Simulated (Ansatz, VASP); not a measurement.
## Ta: VASP beside Ansatz

File INCAR:

```
PREC = Accurate ; ENCUT = 520
EDIFF = 1E-6 ; ISMEAR = -1
SIGMA = 0.05 ; LREAL = F
LASPH = T ; NELM = 80
ALGO = Normal ; ISIF = 2
LWAVE = F ; LCHARG = T
GGA = PE ; LELF = T
LVHAR = T ; NBANDS = 12
```

File KPOINTS:

```
regular mesh
0
Gamma
  16 16 16
```

The input POSCAR:

```
Ta
1.0
   -1.3352110555      1.3352110555      1.3352110555
    1.3352110555     -1.3352110555      1.3352110555
    1.3352110555      1.3352110555     -1.3352110555
Ta
1
Direct
    0.0000000000      0.0000000000      0.0000000000
```

Input for Ansatz:

```yaml
crystal:
  lattice:
    - [-1.3352110555, 1.3352110555, 1.3352110555]
    - [1.3352110555, -1.3352110555, 1.3352110555]
    - [1.3352110555, 1.3352110555, -1.3352110555]
  atoms:
    - { symbol: Ta, position: [0.0, 0.0, 0.0] }
kpoints:
  mp_grid: { grid: [16, 16, 16] }
scf:
  occupations: { method: fermi_dirac, width: 0.05 }
hamiltonian:
  xc: pbe
  pseudopotentials: { kind: all_electron, lapw: { basis_error: 0.001 } }
output:
  forces: true
  stress: true
  eigenvalues: true
  populations: true
```

Change from the starting cell: volume scaled by 0.52, LAPW.

Alike in both runs: task single point; functional PBE; k mesh 16 × 16 × 16; occupations fermi-dirac, width 0.05 eV; no spin polarisation.

|  | VASP | Ansatz |
| --- | --- | --- |
| version | VASP 6.6.1 | Ansatz 0.2.0 |
| potentials or method | VASP PAW PBE potentials, release 64 (Ta_pv), cutoff 520 eV | all-electron LAPW, scalar-relativistic |

VASP gave:

```
pressure (GPa) : 445.8
```

**Question.** What did Ansatz give for the same quantities?

**Answer.** Pressure (GPa): 427.6.

Both programs put the cell under a high pressure, so it lies far from rest at this level. Ansatz ran all-electron here, and VASP with PAW potentials.

Spin-orbit coupling is off throughout. Noted on VASP's run: the cell as given lies far from equilibrium.
